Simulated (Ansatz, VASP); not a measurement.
# NaCl: VASP beside Ansatz

```
CELL_PARAMETERS angstrom
3.67981 0.00000 0.00000
0.00000 3.67981 0.00000
0.00000 0.00000 3.67981
ATOMIC_POSITIONS crystal
Na 0.00000 0.00000 0.00000
Cl 0.50000 0.50000 0.50000
```

Alike in both runs: task single point; functional PBEsol; k mesh 4 × 4 × 4; occupations gaussian, width 0.1 eV; no spin polarisation.

```csv
,VASP,Ansatz
version,VASP 6.6.1,Ansatz 0.2.0
potentials or method,"VASP PAW PBE potentials, release 64 (Na_pv, Cl), cutoff 500 eV","scalar-relativistic, plane waves, PAW"
valence electrons in the cell,14,16
```

VASP gave:

| Item | Value |
| --- | --- |
| gap on the k mesh at the Fermi level (eV) | 3.42 |
| least direct gap on the mesh (eV) | 3.81 |
| pressure (GPa) | -3.5 |

Estimate Ansatz's values.

gap on the k mesh at the Fermi level (eV): 3.42; least direct gap on the mesh (eV): 3.82; pressure (GPa): -3.5.

VASP's potentials were made for PBE, not for PBEsol. VASP's potentials hold 14 valence electrons a cell and Ansatz's 16, so a difference there can come from the potentials and not from the codes.

The k mesh is coarse, so the values compare programs but aren't converged.
